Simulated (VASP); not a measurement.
Runs of VASP 6.6.1 on TaAl5. The structure is that of space group P-62m (No. 189), or close to it. The cells are those of the table. 

```csv
task,cell,k mesh,cutoff (eV),gap on the mesh (eV),pressure (GPa),relaxed volume (Å³/atom),largest force (eV/Å)
single point,"a = 4.993, b = 4.993, c = 4.572 Å, angles 90.0, 90.0, 120.0°, 6 atoms",12 × 12 × 8,520,none,0.0,-,-
single point,"a = 5.029, b = 5.029, c = 4.504 Å, angles 90.0, 90.0, 120.0°, 6 atoms",6 × 6 × 4,520,none,0.1,-,0.02
relaxation of cell and atoms,"relaxed from a = 5.170, b = 5.170, c = 4.740 Å, angles 90.0, 90.0, 120.0°, 6 atoms",6 × 6 × 4,600,none,-0.3,(b),0.01
single point,"a = 5.170, b = 5.170, c = 4.740 Å, angles 90.0, 90.0, 120.0°, 6 atoms",6 × 6 × 4,520,none,-8.0,-,0.21
relaxation of cell and atoms,"relaxed from a = 5.029, b = 5.029, c = 4.504 Å, angles 90.0, 90.0, 120.0°, 6 atoms",12 × 12 × 8,600,none,0.0,(a),-
```

Alike in all rows: level PBE; potentials or basis VASP PAW PBE potentials, release 64 (Ta_pv, Al); no spin polarisation; smearing gaussian 0.1 eV.

Q: Fill in the values left out.

A: (a) 16.45; (b) 16.51.

Caveats: spin-orbit coupling is left out, which moves the levels of the heavy elements.

A k mesh can miss the band edges, and the runs leave out spin-orbit coupling on Ta.

A gap of «none» marks levels without a gap at the run's occupations.
